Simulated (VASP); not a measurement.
A run of VASP 6.6.1 is set up as follows.

The input POSCAR:

```
CsH4F
1.0
    4.3546170000      0.0000000000      0.0000000000
    0.0000000000      4.3546170000      0.0000000000
    0.0000000000      0.0000000000      4.3546170000
F Cs H
1 1 4
Direct
    0.0000000000      0.0000000000      0.0000000000
    0.5000000000      0.5000000000      0.5000000000
    0.1480000000      0.1480000000      0.1480000000
    0.1480000000      0.8520000000      0.8520000000
    0.8520000000      0.8520000000      0.1480000000
    0.8520000000      0.1480000000      0.8520000000
```

Contents of INCAR.step1:

```
SYSTEM = CsH4F
ALGO = Normal ; EDIFF = 1E-4
ENCUT = 600 ; GGA = PE
ISMEAR = -1 ; LASPH = .TRUE.
LCHARG = .FALSE. ; LREAL = .FALSE.
LWAVE = .TRUE. ; NELM = 60
PREC = Accurate ; SIGMA = 0.1
```

Contents of INCAR.step2:

```
SYSTEM = CsH4F
ALGO = Normal ; EDIFF = 1E-6
EDIFFG = -0.03 ; ENCUT = 600
IBRION = 2 ; ISIF = 3
ISMEAR = -1 ; ISTART = 1
LASPH = .TRUE. ; LCHARG = .FALSE.
LMIXTAU = .TRUE. ; LREAL = .FALSE.
LWAVE = .FALSE. ; METAGGA = R2SCAN
NELM = 60 ; NSW = 80
PREC = Accurate ; SIGMA = 0.1
```

Contents of KPOINTS:

```
k-points
0
G
  8 8 8
  0 0 0
```

Potentials or basis: VASP PAW PBE potentials, release 64 (F, Cs_sv, H).

Command:

```console
$ cat potpaw_PBE.64/F/POTCAR potpaw_PBE.64/Cs_sv/POTCAR potpaw_PBE.64/H/POTCAR > POTCAR
$ cp INCAR.step1 INCAR
$ mpirun -np 1 vasp_std > vasp.out
$ cp INCAR.step2 INCAR
$ mpirun -np 1 vasp_std > vasp.out
```

Question: Estimate the space group after relaxing (to 0.1 Å).

Answer: P-43m (No. 215).

Question: Estimate the relaxed cell.

Answer: a = 4.997 Å, b = 4.997 Å, c = 4.997 Å, α = 90.00°, β = 90.00°, γ = 90.00°.

Question: What does it give for the relaxed volume?

Answer: 20.80 Å³/atom.

Forces in eV/Å, atoms in the order of the input:
```
F    0.000  0.000  0.000
Cs   0.000  0.000  0.000
H   -0.002 -0.002 -0.002
H   -0.002  0.002  0.002
H    0.002  0.002 -0.002
H    0.002 -0.002  0.002
```

Caveat: the volume moved by over 15 % at a fixed basis, so the end points are rough; the PAW data sets were made with another functional, which shifts forces and pressure a little.
